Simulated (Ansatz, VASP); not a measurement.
BP in VASP and in Ansatz

```
B P
1.0
     0.00000    2.23833    2.23833
     2.23833    0.00000    2.23833
     2.23833    2.23833    0.00000
B P
1 1
Direct
  0.00000 0.00000 0.00000
  0.75000 0.75000 0.75000
```

Change from the starting cell: volume scaled by 0.96, crystal datasets.

Alike in both runs: task electric field gradients; functional LDA; k mesh 12 × 12 × 12; occupations fermi-dirac, width 0.08 eV; no spin polarisation.

```csv
,VASP,Ansatz
version,VASP 6.6.1,Ansatz 0.2.0
potentials or method,"VASP PAW LDA potentials, release 64 (B, P), cutoff 520 eV","all-electron PAW with datasets made for the crystal, scalar-relativistic"
```

```csv
,VASP,Ansatz,Ansatz less VASP
pressure (GPa),1.5,1.6,+0.10
```

LDA's correlation is that of Perdew and Zunger in VASP and of Perdew and Wang (1992) in Ansatz. Ansatz ran all-electron here, and VASP with PAW potentials.
